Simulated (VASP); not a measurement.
# Sc (P6_3/mmc) in VASP: a series of runs, part 2 of 2

VASP 6.6.1. Earlier steps stand in the parts before.

## (3) Single point, PBE (volume scaled by 0.97, then relaxed in part)

INCAR reads:

```
ALGO     = Normal         # electronic algorithm
EDIFF    = 1E-6           # SCF threshold, eV
ENCUT    = 520            # plane-wave cutoff, eV
GGA      = PE             # functional
ISIF     = 2              # what is computed and relaxed
ISMEAR   = 0              # smearing method
LASPH    = T              # aspherical terms in the spheres
LCHARG   = T              # write CHGCAR
LELF     = T              # ELF
LREAL    = F              # projectors in reciprocal space
LVHAR    = T            
LWAVE    = F              # write WAVECAR
NBANDS   = 18             # bands
NELM     = 80             # most SCF steps
PREC     = Accurate       # precision mode
SIGMA    = 0.1            # smearing width, eV
```

KPOINTS reads:

```
k-points
0
Gamma
  15 15 8
```

POSCAR reads:

```
Sc
1.0
    3.2859439061      0.0000000000      0.0000000000
   -1.6429719530      2.8457108981      0.0000000000
    0.0000000000      0.0000000000      5.1104964952
Sc
2
Direct
    0.3333333333      0.6666666667      0.2500000000
    0.6666666667      0.3333333333      0.7500000000
```

Potentials or basis: VASP PAW PBE potentials, release 64 (Sc_sv).

Run with:

```sh
$ cat potpaw_PBE.64/Sc_sv/POTCAR > POTCAR
$ mpirun -np 1 vasp_std > vasp.out
```

OUTCAR:

```text
EDIFF = 1E-6
   ENCUT = 520
   GGA = PE
   ISIF = 2
   ISMEAR = 0
   LASPH = T
   LREAL = F
   NELM = 80
   PREC = Accurate

 ion  position               nearest neighbor table
   1  0.333  0.667  0.250-   2 3.18   2 3.18   2 3.18   2 3.18   2 3.18   2 3.18
   2  0.667  0.333  0.750-   1 3.18   1 3.18   1 3.18   1 3.18   1 3.18   1 3.18

  LATTYP: Found a hexagonal cell.
 ALAT       =     3.2859439061
 C/A-ratio  =     1.5552598100

  Lattice vectors:

 A1 = (   3.2859439061,   0.0000000000,   0.0000000000)
 A2 = (  -1.6429719530,   2.8457108981,   0.0000000000)
 A3 = (   0.0000000000,   0.0000000000,   5.1104964952)

Analysis of symmetry for initial positions (statically):
=====================================================================
 Subroutine PRICEL returns:
 Original cell was already a primitive cell.

 Routine SETGRP: Setting up the symmetry group for a
 hexagonal supercell.

 Subroutine GETGRP returns: Found 24 space group operations
 (whereof 12 operations were pure point group operations)
 out of a pool of 24 trial point group operations.

The static configuration has the point symmetry D_3d.
 The point group associated with its full space group is D_6h.

Analysis of symmetry for dynamics (positions and initial velocities):
=====================================================================
 Subroutine PRICEL returns:
 Original cell was already a primitive cell.

 Routine SETGRP: Setting up the symmetry group for a
 hexagonal supercell.

 Subroutine GETGRP returns: Found 24 space group operations
 (whereof 12 operations were pure point group operations)
 out of a pool of 24 trial point group operations.

The dynamic configuration has the point symmetry D_3d.
 The point group associated with its full space group is D_6h.

 Subroutine INISYM returns: Found 24 space group operations
 (whereof 12 operations are pure point group operations),
 and found     1 'primitive' translations

[... 110 lines left out ...]
   EFERMI_NEDOS =   21; number of points for ismear=-14 and -15
   IALGO  =     38    algorithm
   IMIX   =      4    mixing-type and parameters
     AMIX     =   0.40;   BMIX     =  1.00
     AMIX_MAG =   1.60;   BMIX_MAG =  1.00
  volume/ion in A,a.u.               =      23.89       161.24
  Fermi-wavevector in a.u.,A,eV,Ry     =   1.264089  2.388782 21.741042  1.597921
  Thomas-Fermi vector in A             =   2.397412
   LORBIT       =      0    0 simple, 1 ext, 2 COOP (PROOUT), +10 PAW based schemes
   GGA     = PE    functional components
   LHFCALC =     F    Hartree Fock is set to
   AEXX    =    0.0000 exact exchange contribution
   IVDW    =     0    specifies the selected vdW correction
   LEPSILON=     F    determine dielectric tensor
   LRPA    =     F    only Hartree local field effects (RPA)
 non-spin polarized calculation
 Gauss-broadening in eV      SIGMA  =   0.10
  energy-cutoff  :      520.00
  volume of cell :       47.79
 maximum number of plane-waves:      1306
   NGX = 13   NGY = 13   NGZ = 19

 number of electron      22.0000006 magnetization

 Free energy of the ion-electron system (eV)
  ---------------------------------------------------
  ext. energy  EPLUGINS =         0.00000000
  ---------------------------------------------------
  free energy    TOTEN  =       -12.49943847 eV

  energy without entropy =      -12.47973374  energy(sigma->0) =      -12.48958610

 E-fermi :   3.8633     XC(G=0): -10.0021

 val. band max:        3.8606148620   @ k =   0.4000   0.2000   0.3750
 cond. band min:       3.8635131558   @ k =   0.4667   0.0667   0.3750
 fundamental gap:      0.0028982938
 Fermi energy:         3.8632655584

 k-point     1 :       0.0000    0.0000    0.0000
  band No.  band energies     occupation
      1     -45.4738      2.00000
      2     -45.3924      2.00000
      3     -24.3319      2.00000
      4     -23.9517      2.00000
      5     -23.9517      2.00000
      6     -23.8778      2.00000
[... 481 lines left out ...]
      5     -24.0956      2.00000
      6     -24.0914      2.00000
[... 10 lines left out ...]
     17       7.7715      0.00000
     18       7.8976      0.00000

 [... further k-points ...]

------------------------ aborting loop because EDIFF is reached ----------------------------------------

  FORCE on cell =-STRESS in cart. coord.  units (eV):
  Direction    XX          YY          ZZ          XY          YZ          ZX
  --------------------------------------------------------------------------------------
  -------------------------------------------------------------------------------------
  Total        0.5361691      0.5361691      0.5076063      0.0000000      0.0000000     -0.0000000
  in kB       17.9762197     17.9762197     17.0185911      0.0000000      0.0000000     -0.0000000
  external PRESSURE =      17.6570101 kB  Pullay stress =       0.0000000 kB

 VOLUME and BASIS-vectors are now :
 -----------------------------------------------------------------------------
  energy-cutoff  :      520.00
  volume of cell :       47.79
      direct lattice vectors                 reciprocal lattice vectors
     3.285943906  0.000000000  0.000000000     0.304326558  0.175703020  0.000000000
    -1.642971953  2.845710898  0.000000000     0.000000000  0.351406041  0.000000000
     0.000000000  0.000000000  5.110496495     0.000000000  0.000000000  0.195675704

 POSITION                                       TOTAL-FORCE (eV/Angst)
 -----------------------------------------------------------------------------------
     -0.00000      1.89714      1.27762        -0.000000      0.000000      0.000000
      1.64297      0.94857      3.83287         0.000000      0.000000      0.000000
 -----------------------------------------------------------------------------------
    total drift:                                0.000000     -0.000000      0.000000

  FREE ENERGIE OF THE ION-ELECTRON SYSTEM (eV)
  ---------------------------------------------------
  free  energy   TOTEN  =       -12.4994384703 eV

  energy  without entropy=      -12.4797337394  energy(sigma->0) =      -12.48958610
```

OSZICAR:

```text
N       E                     dE             d eps       ncg     rms          rms(c)
DAV:   1     0.354632180216E+03    0.35463E+03   -0.10992E+04  4884   0.130E+03
DAV:   2     0.499085824922E+01   -0.34964E+03   -0.34320E+03  5788   0.546E+02
DAV:   3    -0.134730064078E+02   -0.18464E+02   -0.17804E+02  7868   0.153E+02
DAV:   4    -0.138274322664E+02   -0.35443E+00   -0.35196E+00  7354   0.191E+01
DAV:   5    -0.138323924497E+02   -0.49602E-02   -0.49584E-02  8310   0.236E+00    0.782E+00
DAV:   6    -0.126632021160E+02    0.11692E+01   -0.26584E+00  6402   0.182E+01    0.236E+00
DAV:   7    -0.125103594244E+02    0.15284E+00   -0.68126E-01  6532   0.840E+00    0.848E-01
DAV:   8    -0.125007510229E+02    0.96084E-02   -0.27541E-02  6200   0.210E+00    0.238E-01
DAV:   9    -0.124994273672E+02    0.13237E-02   -0.70048E-03  6646   0.895E-01    0.199E-02
DAV:  10    -0.124994424906E+02   -0.15123E-04   -0.11831E-04  7568   0.145E-01    0.801E-03
DAV:  11    -0.124994362929E+02    0.61977E-05   -0.35138E-06  6164   0.227E-02    0.196E-03
DAV:  12    -0.124994386243E+02   -0.23314E-05   -0.33827E-07  3514   0.940E-03    0.955E-04
DAV:  13    -0.124994384703E+02    0.15393E-06   -0.82527E-08  3206   0.549E-03
   1 F= -.12499438E+02 E0= -.12489586E+02  d E =-.197047E-01
```

Run time: 88 s. Hardware: 1 thread of Intel Xeon 6975P-C, shared host; peak memory 0.23 GiB.

What came out:

| Item | Value |
| --- | --- |
| Free energy | -12.4994 eV |
| Pressure | 1.8 GPa |
| Band gap on the k mesh | zero (band 11 reaches 4.87 eV, above the bottom of band 12 at 3.33 eV) |

Stress tensor (GPa, compression positive):
```
1.80 0.00 0.00
0.00 1.80 0.00
0.00 0.00 1.70
```

Levels at points of the mesh, in eV from the Fermi level:
| k point | band 8 | band 9 | band 10 | band 11 | band 12 | band 13 | band 14 | band 15 |
| --- | --- | --- | --- | --- | --- | --- | --- | --- |
| (0.00, 0.00, 0.00) | -27.71 | -5.19 | -1.67 | 0.69 | 1.63 | 1.63 | 1.91 | 2.10 |
| (0.00, 0.00, 0.50) | -27.78 | -3.60 | -3.60 | 1.00 | 1.00 | 1.54 | 1.54 | 1.54 |

Caveat: the cell differs from its parent crystal (volume scaled by 0.97, then relaxed in part).

## (4) Single point, PBE

This run uses another cell than the first one, of 24.63 Å³/atom, 1.064 times its volume.

INCAR reads:

```
PREC = Accurate ; ENCUT = 520
EDIFF = 1E-6 ; ISMEAR = 0
SIGMA = 0.1 ; LREAL = F
LASPH = T ; NELM = 100
ALGO = Fast ; ISIF = 2
LWAVE = F ; LCHARG = F
GGA = PE ; NBANDS = 18
```

KPOINTS reads:

```
Automatic mesh
0
Gamma
  15 15 8
```

POSCAR reads:

```
Sc
1.0
    3.3194762619      0.0000000000      0.0000000000
   -1.6597381310      2.8747507701      0.0000000000
    0.0000000000      0.0000000000      5.1626480206
Sc
2
Direct
    0.3333333333      0.6666666667      0.2500000000
    0.6666666667      0.3333333333      0.7500000000
```

Potentials or basis: VASP PAW PBE potentials, release 64 (Sc_sv).

Run with:

```sh
$ cat potpaw_PBE.64/Sc_sv/POTCAR > POTCAR
$ mpirun -np 1 vasp_std > vasp.out
```

OUTCAR:

```text
PREC = Accurate
   ENCUT = 520
   EDIFF = 1E-6
   ISMEAR = 0
   LREAL = F
   LASPH = T
   NELM = 100
   ISIF = 2
   GGA = PE

 ion  position               nearest neighbor table
   1  0.333  0.667  0.250-   2 3.21   2 3.21   2 3.21   2 3.21   2 3.21   2 3.21
   2  0.667  0.333  0.750-   1 3.21   1 3.21   1 3.21   1 3.21   1 3.21   1 3.21

  LATTYP: Found a hexagonal cell.
 ALAT       =     3.3194762619
 C/A-ratio  =     1.5552598101

  Lattice vectors:

[... 692 lines left out ...]

 [... further k-points ...]

------------------------ aborting loop because EDIFF is reached ----------------------------------------

  FORCE on cell =-STRESS in cart. coord.  units (eV):
  Direction    XX          YY          ZZ          XY          YZ          ZX
  --------------------------------------------------------------------------------------
  -------------------------------------------------------------------------------------
  Total        0.0156870      0.0156870      0.0168947     -0.0000000      0.0000000      0.0000000
  in kB        0.5101628      0.5101628      0.5494379     -0.0000000      0.0000000      0.0000000
  external PRESSURE =       0.5232545 kB  Pullay stress =       0.0000000 kB

 VOLUME and BASIS-vectors are now :
 -----------------------------------------------------------------------------
  energy-cutoff  :      520.00
  volume of cell :       49.27
      direct lattice vectors                 reciprocal lattice vectors
     3.319476262  0.000000000  0.000000000     0.301252343  0.173928121  0.000000000
    -1.659738131  2.874750770  0.000000000     0.000000000  0.347856242  0.000000000
     0.000000000  0.000000000  5.162648021     0.000000000  0.000000000  0.193699047

 POSITION                                       TOTAL-FORCE (eV/Angst)
 -----------------------------------------------------------------------------------
     -0.00000      1.91650      1.29066        -0.000000      0.000000      0.000000
      1.65974      0.95825      3.87199         0.000000     -0.000000      0.000000
 -----------------------------------------------------------------------------------
    total drift:                               -0.000000      0.000000     -0.000000

  FREE ENERGIE OF THE ION-ELECTRON SYSTEM (eV)
  ---------------------------------------------------
  free  energy   TOTEN  =       -12.5082116038 eV

  energy  without entropy=      -12.4874170008  energy(sigma->0) =      -12.49781430
```

stdout:

```text
POSCAR found type information on POSCAR Sc
 POSCAR found :  1 types and       2 ions
 scaLAPACK will be used
 LDA part: xc-table for (Slater+PW92), standard interpolation
 POSCAR, INCAR and KPOINTS ok, starting setup
 FFT: planning ... GRIDC
 FFT: planning ... GRID_SOFT
 FFT: planning ... GRID
 WAVECAR not read
 entering main loop
```

Wall time 2.5 min (1 thread of Intel Xeon 6975P-C, shared host); peak memory 0.24 GiB.

What came out:

```
Free energy            : -12.5082 eV
Pressure               : 0.1 GPa
Band gap on the k mesh : zero (band 11 reaches 4.67 eV, above the bottom of band 12 at 3.18 eV)
```

Levels at points of the mesh, in eV from the Fermi level:
```csv
k point,band 7,band 8,band 9,band 10,band 11,band 12,band 13,band 14,band 15,band 16
"(0.00, 0.00, 0.00)",-27.84,-27.81,-5.13,-1.63,0.62,1.59,1.59,1.86,2.04,2.04
"(0.00, 0.00, 0.50)",-27.87,-27.87,-3.58,-3.58,0.98,0.98,1.50,1.50,1.50,1.50
```

## (5) Single point, PBE

This run uses another cell than the first one, of 24.63 Å³/atom, 1.064 times its volume.

INCAR reads:

```
SYSTEM = Sc
  ALGO = Normal
  EDIFF = 1E-7
  ENCUT = 520
  GGA = PE
  ISIF = 2
  ISMEAR = 0
  LASPH = .True.
  LCHARG = .False.
  LREAL = .False.
  LWAVE = .False.
  NBANDS = 18
  NELM = 100
  PREC = Accurate
  SIGMA = 0.1
```

KPOINTS reads:

```
k-points
0
Gamma
  15 15 8
  0 0 0
```

POSCAR is that of step 4.

Run with:

```sh
$ cat potpaw_PBE.64/Sc_sv/POTCAR > POTCAR
$ mpirun -np 1 vasp_std > vasp.out
```

It took 1.9 min on 1 thread of Intel Xeon 6975P-C, shared host; peak memory 0.25 GiB.

The run converged. Its results:

```yaml
Free_energy: -12.5082 eV
Pressure: 0.0 GPa
Band_gap_on_the_k_mesh: zero (band 11 reaches 4.67 eV, above the bottom of band 12 at 3.18 eV)
```

Levels at points of the mesh, in eV from the Fermi level:
```tsv
k point	band 7	band 8	band 9	band 10	band 11	band 12	band 13	band 14	band 15	band 16
(0.00, 0.00, 0.00)	-27.84	-27.81	-5.13	-1.63	0.62	1.59	1.59	1.86	2.04	2.04
(0.00, 0.00, 0.50)	-27.87	-27.87	-3.58	-3.58	0.98	0.98	1.50	1.50	1.50	1.50
```

## (6) Overview

```tsv
cell	gap on the mesh (eV)	pressure (GPa)
a = 3.254, b = 3.254, c = 5.049 Å, angles 90.0, 90.0, 120.0°, 2 atoms	none	3.8
a = 3.286, b = 3.286, c = 5.110 Å, angles 90.0, 90.0, 120.0°, 2 atoms	none	1.8
a = 3.319, b = 3.319, c = 5.163 Å, angles 90.0, 90.0, 120.0°, 2 atoms	none	0.0
```

Alike in all rows: task single point; level PBE; potentials or basis VASP PAW PBE potentials, release 64 (Sc_sv); no spin polarisation; k mesh 15 × 15 × 8; cutoff (eV) 520; smearing gaussian 0.1 eV.

Absolute energies hang on the potentials; compare differences alone.
